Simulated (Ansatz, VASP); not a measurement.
Two plane-wave programs on Ge

```
CELL_PARAMETERS angstrom
4.02269 0.00000 0.00000
-2.01134 3.48375 0.00000
0.00000 0.00000 18.86852
ATOMIC_POSITIONS crystal
Ge 0.33333 0.66667 0.27476
Ge 0.66667 0.33333 0.23849
Ge 0.66667 0.33333 0.51507
Ge 0.00000 0.00000 0.47880
```

Alike in both runs: task single point; functional PBE; dispersion D3(BJ); k mesh 9 × 9 × 1; occupations gaussian, width 0.1 eV; no spin polarisation.

```csv
,VASP,Ansatz
version,VASP 6.6.1,Ansatz 0.2.0
potentials or method,"VASP PAW PBE potentials, release 64 (Ge_d), cutoff 520 eV","scalar-relativistic, plane waves, PAW"
valence electrons in the cell,56,56
```

|  | VASP | Ansatz | Ansatz less VASP |
| --- | --- | --- | --- |
| gap on the k mesh at the Fermi level (eV) | none | none | - |
| rms of the force components (eV/Å) | 0.052 | 0.052 | +0.0004 |

Atom by atom the forces differ by 0.001 eV/Å (rms over components). A gap of «none» marks a metal or a gap that the smearing closes.
